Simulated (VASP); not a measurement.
Set up this calculation in VASP 6.6.1, as the native input.

```
Task                   : single point
Functional             : r2SCAN
Potentials or basis    : VASP PAW PBE potentials, release 64 (Li_sv, Cl)
Cutoff                 : 520 eV
k mesh                 : 8 × 8 × 8
Occupations            : gaussian, width 0.02 eV
Spin                   : no spin polarisation
Dipole correction      : no
Further INCAR settings : ALGO = Normal; EDIFF = 1e-06; NBANDS = 12
```

The system is LiCl.

```xyz
2
Lattice="0.0000 2.6387 2.6387 2.6387 0.0000 2.6387 2.6387 2.6387 0.0000" Properties=species:S:1:pos:R:3 pbc="T T T"
Li    0.0000    0.0000    0.0000
Cl    2.6387    2.6387    2.6387
```

This cell differs from its parent crystal: volume scaled by 1.10.

These files were run (other wordings do the same):

POSCAR

```
LiCl
1.0
    0.0000000000      2.6387170489      2.6387170489
    2.6387170489      0.0000000000      2.6387170489
    2.6387170489      2.6387170489      0.0000000000
Li Cl
1 1
Direct
    0.0000000000      0.0000000000      0.0000000000
    0.5000000000      0.5000000000      0.5000000000
```

INCAR.step1

```
SYSTEM = LiCl
ALGO = Normal
EDIFF = 1E-4
ENCUT = 520
GGA = PE
ISMEAR = 0
LASPH = .TRUE.
LCHARG = .FALSE.
LREAL = .FALSE.
LWAVE = .TRUE.
NBANDS = 12
NELM = 100
PREC = Accurate
SIGMA = 0.02
```

INCAR.step2

```
SYSTEM = LiCl
ALGO = Normal
EDIFF = 1E-6
ENCUT = 520
ISIF = 2
ISMEAR = 0
ISTART = 1
LASPH = .TRUE.
LCHARG = .FALSE.
LMIXTAU = .TRUE.
LREAL = .FALSE.
LWAVE = .FALSE.
METAGGA = R2SCAN
NBANDS = 12
NELM = 100
PREC = Accurate
SIGMA = 0.02
```

KPOINTS

```
k-points
0
G
  8 8 8
  0 0 0
```

Potentials or basis: VASP PAW PBE potentials, release 64 (Li_sv, Cl).

Launch:

```bash
$ cat potpaw_PBE.64/Li_sv/POTCAR potpaw_PBE.64/Cl/POTCAR > POTCAR
$ cp INCAR.step1 INCAR
$ mpirun -np 1 vasp_std > vasp.out
$ cp INCAR.step2 INCAR
$ mpirun -np 1 vasp_std > vasp.out
```

Results of the run:

```json
{"Band gap on the k mesh": "6.82 eV, direct"}
```

It used 71 s of CPU time on 1 thread of AMD EPYC 7R13 Processor (Zen 3), with other jobs on the host.
